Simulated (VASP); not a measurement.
# CuF3 (Pm-3m) in VASP: single point with PBE+U

Aim: the single point of CuF3 with PBE+U.

Everything below comes from runs of VASP 6.6.1. Logs are shortened: lines on timing, memory, paths and dates and some standing lists are left out, and cuts for length are marked.

## (1) The cell of the first run

Symmetry: Pm-3m, No. 221, cubic system. The conventional cell has a = 3.765 Å, b = 3.765 Å, c = 3.765 Å, α = 90.00°, β = 90.00°, γ = 90.00°. Cu (site symmetry m-3m) has 6 F at 1.88 Å within 2.5 Å. Within 2.5 Å of F (site symmetry 4/mmm) lie 2 Cu at 1.88 Å.

## (2) Single point, PBE+U, collinear spin

Contents of INCAR:

```
SYSTEM = CuF3
PREC = Accurate
ENCUT = 820
EDIFF = 1E-6
ISMEAR = 0
SIGMA = 0.05
LREAL = .FALSE.
LASPH = .TRUE.
NELM = 200
ALGO = Normal
ISIF = 2
LWAVE = .FALSE.
LCHARG = .FALSE.
ISPIN = 2
MAGMOM = 1.31 0.27 0.27 0.27
LORBIT = 11
LMAXMIX = 4
LDAU = .TRUE.
LDAUTYPE = 1
LDAUL = 2 -1
LDAUU = 8 0
LDAUJ = 0.5 0
LDAUPRINT = 1
GGA = PE
NBANDS = 32
GGA_COMPAT = .FALSE.
```

Contents of KPOINTS:

```
Automatic mesh
0
G
  5 5 5
  0 0 0
```

Contents of POSCAR:

```
CuF3
1.0
    3.7647689300      0.0000000000      0.0000000000
    0.0000000000      3.7647689300      0.0000000000
    0.0000000000      0.0000000000      3.7647689300
Cu F
1 3
Direct
    0.0000000000      0.0000000000      0.0000000000
    0.5000000000      0.0000000000      0.0000000000
    0.0000000000      0.0000000000      0.5000000000
    0.0000000000      0.5000000000      0.0000000000
```

Potentials or basis: VASP PAW PBE potentials, release 64 (Cu_sv_GW, F).

Started as:

```sh
$ cat potpaw_PBE.64/Cu_sv_GW/POTCAR potpaw_PBE.64/F/POTCAR > POTCAR
$ mpirun -np 1 vasp_std > vasp.out
```

OUTCAR:

```text
SYSTEM = CuF3
   PREC = Accurate
   ENCUT = 820
   EDIFF = 1E-6
   ISMEAR = 0
   LREAL = .FALSE.
   LASPH = .TRUE.
   NELM = 200
   ISIF = 2
   ISPIN = 2
   LORBIT = 11
   GGA = PE

 ion  position               nearest neighbor table
   1  0.000  0.000  0.000-   2 1.88   3 1.88   4 1.88   3 1.88   4 1.88   2 1.88
   2  0.500  0.000  0.000-   1 1.88   1 1.88
   3  0.000  0.000  0.500-   1 1.88   1 1.88
   4  0.000  0.500  0.000-   1 1.88   1 1.88

  LATTYP: Found a simple cubic cell.
 ALAT       =     3.7647689300

  Lattice vectors:

 A1 = (   3.7647689300,   0.0000000000,   0.0000000000)
 A2 = (   0.0000000000,   3.7647689300,   0.0000000000)
 A3 = (   0.0000000000,   0.0000000000,   3.7647689300)

Analysis of symmetry for initial positions (statically):
=====================================================================
 Subroutine PRICEL returns:
 Original cell was already a primitive cell.

 Routine SETGRP: Setting up the symmetry group for a
 simple cubic supercell.

 Subroutine GETGRP returns: Found 48 space group operations
 (whereof 48 operations were pure point group operations)
 out of a pool of 48 trial point group operations.

The static configuration has the point symmetry O_h .

Analysis of symmetry for dynamics (positions and initial velocities):
=====================================================================
 Subroutine PRICEL returns:
 Original cell was already a primitive cell.

 Routine SETGRP: Setting up the symmetry group for a
 simple cubic supercell.

 Subroutine GETGRP returns: Found 48 space group operations
 (whereof 48 operations were pure point group operations)
 out of a pool of 48 trial point group operations.

The dynamic configuration has the point symmetry O_h .

Analysis of structural, dynamic, and magnetic symmetry:
=====================================================================
[... 169 lines left out ...]
  o =  0.9774  v =  0.0000  0.9871  0.0000  0.1603 -0.0000  0.0000  0.0000  0.0000  0.0000  0.0000      0.0000  0.0000  0.0000  0.0000  0.0000  0.0000  0.0000  0.0000  0.0000  0.0000
  o =  0.9774  v =  0.0000  0.1603  0.0000 -0.9871  0.0000  0.0000  0.0000  0.0000  0.0000  0.0000      0.0000  0.0000  0.0000  0.0000  0.0000  0.0000  0.0000  0.0000  0.0000  0.0000
  o =  0.9774  v =  1.0000  0.0000  0.0000  0.0000  0.0000  0.0000  0.0000  0.0000  0.0000  0.0000      0.0000  0.0000  0.0000  0.0000  0.0000  0.0000  0.0000  0.0000  0.0000  0.0000
  o =  1.0079  v =  0.0000 -0.0000  0.9987 -0.0000 -0.0509  0.0000  0.0000  0.0000  0.0000  0.0000      0.0000  0.0000  0.0000  0.0000  0.0000  0.0000  0.0000  0.0000  0.0000  0.0000
  o =  1.0079  v =  0.0000 -0.0000 -0.0509 -0.0000 -0.9987  0.0000  0.0000  0.0000  0.0000  0.0000      0.0000  0.0000  0.0000  0.0000  0.0000  0.0000  0.0000  0.0000  0.0000  0.0000

 number of electron      39.9999975 magnetization       1.9999995

 Free energy of the ion-electron system (eV)
  ---------------------------------------------------
  ext. energy  EPLUGINS =         0.00000000
  ---------------------------------------------------
  free energy    TOTEN  =       -11.57426641 eV

  energy without entropy =      -11.57084486  energy(sigma->0) =      -11.57255563

 E-fermi :  -2.4373     XC(G=0):  -9.0850

 val. band max:       -2.4618020081   @ k =   0.4000   0.4000   0.4000
 cond. band min:      -2.4200917724   @ k =   0.0000   0.0000   0.0000
 fundamental gap:      0.0417102357
 Fermi energy:        -2.4373446050

 spin component 1

 k-point     1 :       0.0000    0.0000    0.0000
  band No.  band energies     occupation
      1    -117.5695      1.00000
      2     -74.8427      1.00000
      3     -74.8427      1.00000
      4     -74.8427      1.00000
      5     -23.8509      1.00000
      6     -23.0119      1.00000
[... 339 lines left out ...]
     31      22.7455      0.00000
     32      22.7455      0.00000
 Fermi energy:        -2.4373446050

 spin component 2

 k-point     1 :       0.0000    0.0000    0.0000
  band No.  band energies     occupation
      1    -115.6707      1.00000
      2     -72.9946      1.00000
      3     -72.9946      1.00000
      4     -72.9946      1.00000
      5     -23.5091      1.00000
      6     -22.4598      1.00000
[... 339 lines left out ...]
     31      22.8388      0.00000
     32      22.8388      0.00000

------------------------ aborting loop because EDIFF is reached ----------------------------------------

  FORCE on cell =-STRESS in cart. coord.  units (eV):
  Direction    XX          YY          ZZ          XY          YZ          ZX
  --------------------------------------------------------------------------------------
  -------------------------------------------------------------------------------------
  Total        0.5226705      0.5226705      0.5226705     -0.0000000     -0.0000000     -0.0000000
  in kB       15.6936372     15.6936372     15.6936372     -0.0000000     -0.0000000     -0.0000000
  external PRESSURE =      15.6936372 kB  Pullay stress =       0.0000000 kB

 VOLUME and BASIS-vectors are now :
 -----------------------------------------------------------------------------
  energy-cutoff  :      820.00
  volume of cell :       53.36
      direct lattice vectors                 reciprocal lattice vectors
     3.764768930  0.000000000  0.000000000     0.265620552  0.000000000  0.000000000
     0.000000000  3.764768930  0.000000000     0.000000000  0.265620552  0.000000000
     0.000000000  0.000000000  3.764768930     0.000000000  0.000000000  0.265620552

 POSITION                                       TOTAL-FORCE (eV/Angst)
 -----------------------------------------------------------------------------------
      0.00000      0.00000      0.00000         0.000000      0.000000      0.000000
      1.88238      0.00000      0.00000         0.000000      0.000000      0.000000
      0.00000      0.00000      1.88238         0.000000      0.000000      0.000000
      0.00000      1.88238      0.00000         0.000000      0.000000      0.000000
 -----------------------------------------------------------------------------------
    total drift:                                0.000000      0.000000     -0.000000

  FREE ENERGIE OF THE ION-ELECTRON SYSTEM (eV)
  ---------------------------------------------------
  free  energy   TOTEN  =       -11.5742664054 eV

  energy  without entropy=      -11.5708448644  energy(sigma->0) =      -11.57255563

 total charge

# of ion       s       p       d       f       tot
--------------------------------------------------
    1        2.225   6.466   8.458   0.025  17.174
    2        1.729   4.369   0.000   0.000   6.098
    3        1.729   4.369   0.000   0.000   6.098
    4        1.729   4.369   0.000   0.000   6.098
--------------------------------------------------
tot          7.413  19.573   8.458   0.025  35.469

 magnetization (x)

# of ion       s       p       d       f       tot
--------------------------------------------------
    1        0.011   0.022   1.413   0.002   1.448
    2        0.007   0.172   0.000   0.000   0.180
    3        0.007   0.172   0.000   0.000   0.180
    4        0.007   0.172   0.000   0.000   0.180
--------------------------------------------------
tot          0.033   0.539   1.413   0.002   1.986
```

OSZICAR:

```text
N       E                     dE             d eps       ncg     rms          rms(c)
DAV:   1     0.529800098803E+03    0.52980E+03   -0.30579E+04  2032   0.352E+03
DAV:   2     0.224716066983E+02   -0.50733E+03   -0.48888E+03  2048   0.934E+02
[... 12 lines left out ...]
DAV:  15    -0.115745849891E+02   -0.13002E-03   -0.11283E-04  1768   0.323E-01    0.315E-01
DAV:  16    -0.115742855840E+02    0.29941E-03   -0.19863E-04  1808   0.950E-01    0.883E-02
DAV:  17    -0.115742674580E+02    0.18126E-04   -0.68409E-05  2088   0.436E-01    0.333E-02
DAV:  18    -0.115742737150E+02   -0.62570E-05   -0.23785E-06  1336   0.321E-02    0.541E-02
DAV:  19    -0.115742669555E+02    0.67594E-05   -0.26993E-05  1992   0.370E-01    0.220E-02
DAV:  20    -0.115742664054E+02    0.55014E-06   -0.20608E-06  1512   0.938E-02
   1 F= -.11574266E+02 E0= -.11572556E+02  d E =-.342154E-02  mag=     2.0000
```

Run time: 81 s. Hardware: 1 thread of Intel Xeon Platinum 8259CL at 2.50GHz (Skylake/Cascade Lake), shared host; peak memory 0.27 GiB.

What came out:

- Free energy: -11.5743 eV
- Pressure: 1.6 GPa
- Band gap on the k mesh: 0.04 eV (least direct gap 0.65 eV)
- Net moment: 2.00 μB per cell
- Site moments: Cu +1.45; F +0.18 μB
- Valence electrons inside the program's atomic spheres: Cu 17.17; F 6.10

Levels at points of the mesh, in eV from the valence-band top:
Spin up:
```tsv
k point	band 17	band 18	band 19	band 20	band 21	band 22	band 23	band 24	band 25	band 26
(0.00, 0.00, 0.00)	-0.92	-0.92	-0.85	-0.85	-0.85	6.97	11.68	17.48	17.48	17.69
```
Spin down:
| k point | band 16 | band 17 | band 18 | band 19 | band 20 | band 21 | band 22 | band 23 |
| --- | --- | --- | --- | --- | --- | --- | --- | --- |
| (0.00, 0.00, 0.00) | -0.66 | -0.61 | -0.61 | -0.61 | 0.04 | 0.04 | 7.19 | 11.89 |

Eigenvalues of the final occupation matrices:
```
    site  spin  trace               eigenvalues
site 1 d     1   4.95  0.98 0.98 0.98 1.01 1.01
site 1 d     2   3.53  0.30 0.30 0.98 0.98 0.98
```

Caveat: an odd mesh through Γ misses points on the zone boundary, where band edges can lie; a cell with one magnetic atom can't hold antiferromagnetic order, which such compounds often take.
